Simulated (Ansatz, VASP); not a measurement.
Pd: VASP beside Ansatz

INCAR

```
SYSTEM = Pd
PREC = Accurate
ENCUT = 520
EDIFF = 1E-6
ISMEAR = -1
SIGMA = 0.05
LREAL = .False.
LASPH = .True.
NELM = 150
ALGO = Fast
ISIF = 2
LWAVE = .False.
LCHARG = .False.
MAGMOM = 0 0 0
LORBIT = 11
LSORBIT = .True.
GGA_COMPAT = .False.
LORBMOM = .True.
LMAXMIX = 4
GGA = PE
NBANDS = 21
```

Contents of KPOINTS:

```
regular mesh
0
Gamma
  12 12 12
  0 0 0
```

POSCAR

```
Pd
1.0
    0.0000000000      1.9465000000      1.9465000000
    1.9465000000      0.0000000000      1.9465000000
    1.9465000000      1.9465000000      0.0000000000
Pd
1
Direct
    0.0000000000      0.0000000000      0.0000000000
```

The input input.yaml:

```yaml
crystal:
  lattice:
    - [0.0, 1.9465, 1.9465]
    - [1.9465, 0.0, 1.9465]
    - [1.9465, 1.9465, 0.0]
  atoms:
    - { symbol: Pd, position: [0.0, 0.0, 0.0] }
hamiltonian:
  xc: pbe
  pseudopotentials: { kind: paw_fr }
magnetization:
  noncollinear: true
  spin_orbit: true
kpoints:
  mp_grid: { grid: [12, 12, 12] }
  band_path:
    path:
      - [[0.0, 0.0, 0.0], [0.5, 0.0, 0.5], [0.5, 0.25, 0.75], [0.375, 0.375, 0.75], [0.0, 0.0, 0.0], [0.5, 0.5, 0.5], [0.625, 0.25, 0.625], [0.5, 0.25, 0.75], [0.5, 0.5, 0.5], [0.375, 0.375, 0.75]]
      - [[0.625, 0.25, 0.625], [0.5, 0.0, 0.5]]
    npoints: 14
scf:
  occupations: { method: fermi_dirac, width: 0.05 }
  n_extra_bands: 6
output:
  forces: true
  stress: true
  eigenvalues: true
  fatbands: false
```

Alike in both runs: functional PBE; k mesh 12 × 12 × 12; occupations fermi-dirac, width 0.05 eV; non-collinear spin, spin-orbit coupling.

|  | VASP | Ansatz |
| --- | --- | --- |
| version | VASP 6.6.1 | Ansatz 0.2.0 |
| potentials or method | VASP PAW PBE potentials, release 64 (Pd) | Ansatz PAW |
| plane-wave cutoff (eV) | 520 | 420 |
| valence electrons in the cell | 10 | 18 |
| task | single point | band structure |

Ansatz gave:

| Quantity | Value |
| --- | --- |
| pressure (GPa) | 7.0 |
| net moment per atom (μB) | 0.00 |

Question: What did VASP give for the same quantities?

Answer: Pressure (GPa): 6.7; net moment per atom (μB): 0.00.

VASP's potentials hold 10 valence electrons a cell and Ansatz's 18, so a difference there can come from the potentials and not from the codes.
